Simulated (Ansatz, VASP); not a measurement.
## Two plane-wave programs on C

INCAR

```
ALGO = Normal
EDIFF = 1E-6
ENCUT = 520
GGA = PE
ISIF = 2
ISMEAR = 0
ISPIN = 2
LASPH = T
LCHARG = F
LORBIT = 11
LREAL = F
LWAVE = F
MAGMOM = 1 1 1 1 1 1
NBANDS = 25
NELM = 150
PREC = Accurate
SIGMA = 0.1
```

The input KPOINTS:

```
k-points
0
Gamma
  6 6 6
```

The input POSCAR:

```
C
1.0
    3.6913580700      0.0000000000      0.0000000000
   -1.8456790300      3.1968098600      0.0000000000
    0.0000000000      0.0000000000      2.5298995300
C
6
Direct
    0.9338739600      0.1671370100      0.4845499300
    0.8328629900      0.7667369600      0.1512165900
    0.2332630400      0.0661260400      0.8178832600
    0.6045542400      0.5015869500      0.6536790200
    0.4984130500      0.1029672900      0.3203456800
    0.8970327100      0.3954457600      0.9870123500
```

Input for Ansatz:

```yaml
crystal:
  lattice:
    - [3.69135807, 0.0, 0.0]
    - [-1.84567903, 3.19680986, 0.0]
    - [0.0, 0.0, 2.52989953]
  atoms:
    - { symbol: C, position: [0.93387396, 0.16713701, 0.48454993], spin: 1.0 }
    - { symbol: C, position: [0.83286299, 0.76673696, 0.15121659], spin: 1.0 }
    - { symbol: C, position: [0.23326304, 0.06612604, 0.81788326], spin: 1.0 }
    - { symbol: C, position: [0.60455424, 0.50158695, 0.65367902], spin: 1.0 }
    - { symbol: C, position: [0.49841305, 0.10296729, 0.32034568], spin: 1.0 }
    - { symbol: C, position: [0.89703271, 0.39544576, 0.98701235], spin: 1.0 }
basis:
  ecutwfc: 420
kpoints:
  mp_grid: { grid: [6, 6, 6] }
hamiltonian:
  xc: pbe
scf:
  occupations: { method: gaussian, width: 0.1 }
  lower_state_search: "off"
output:
  forces: true
  stress: true
  eigenvalues: true
  populations: true
magnetization:
  spin_polarized: true
```

Alike in both runs: task single point; functional PBE; k mesh 6 × 6 × 6; occupations gaussian, width 0.1 eV; collinear spin.

|  | VASP | Ansatz |
| --- | --- | --- |
| version | VASP 6.6.1 | Ansatz 0.2.0 |
| potentials or method | VASP PAW PBE potentials, release 64 (C), cutoff 520 eV | scalar-relativistic, plane waves, PAW |
| valence electrons in the cell | 24 | 24 |

Ansatz gave:

```
gap on the k mesh at the Fermi level (eV) : none
rms of the force components (eV/Å)        : 1.606
net moment per atom (μB)                  : 0.00
```

**Question.** Which values does VASP return?

**Answer.** gap on the k mesh at the Fermi level (eV): none; rms of the force components (eV/Å): 1.612; net moment per atom (μB): 0.00.

Atom by atom the forces differ by 0.028 eV/Å (rms over components). A gap of «none» marks a metal or a gap that the smearing closes. Ansatz's warnings: seeded moment not kept.

The k mesh is coarse, so the values compare programs but aren't converged.
